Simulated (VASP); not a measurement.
The system is Rh.

```
CELL_PARAMETERS angstrom
0.00000 1.89785 1.89785
1.89785 0.00000 1.89785
1.89785 1.89785 0.00000
ATOMIC_POSITIONS crystal
Rh 0.00000 0.00000 0.00000
```

```yaml
Program: VASP 6.6.1
Task: relaxation of volume and atoms at fixed shape
Functional: LDA
Potentials_or_basis: VASP PAW LDA potentials, release 64 (Rh_pv)
Cutoff: 600 eV
k_mesh: 12 × 12 × 12
Occupations: gaussian, width 0.05 eV
Spin: no spin polarisation
```

At the start: pressure -9.3 GPa; volume 13.67 Å³/atom.

Problem. Where does the relaxation end?

Solution. Over 4 steps the energy falls by 12.6 meV/atom and the volume is 13.25 Å³/atom (-3.1 %); space group Fm-3m (No. 225, to 0.05 Å).

Step by step:
| step | energy change (eV) | largest force (eV/Å) | pressure (GPa) | volume (Å³) |
| --- | --- | --- | --- | --- |
| 1 | 0.0000 | 0.0000 | -9.27 | 13.67 |
| 2 | 0.0919 | 0.0000 | 33.77 | 12.17 |
| 3 | -0.0126 | 0.0000 | -0.32 | 13.26 |
| 4 | -0.0126 | 0.0000 | -0.06 | 13.25 |

Final structure:
```
Rh
1.0
     0.00000    1.87814    1.87814
     1.87814    0.00000    1.87814
     1.87814    1.87814    0.00000
Rh
1
Direct
  0.00000 0.00000 0.00000
```
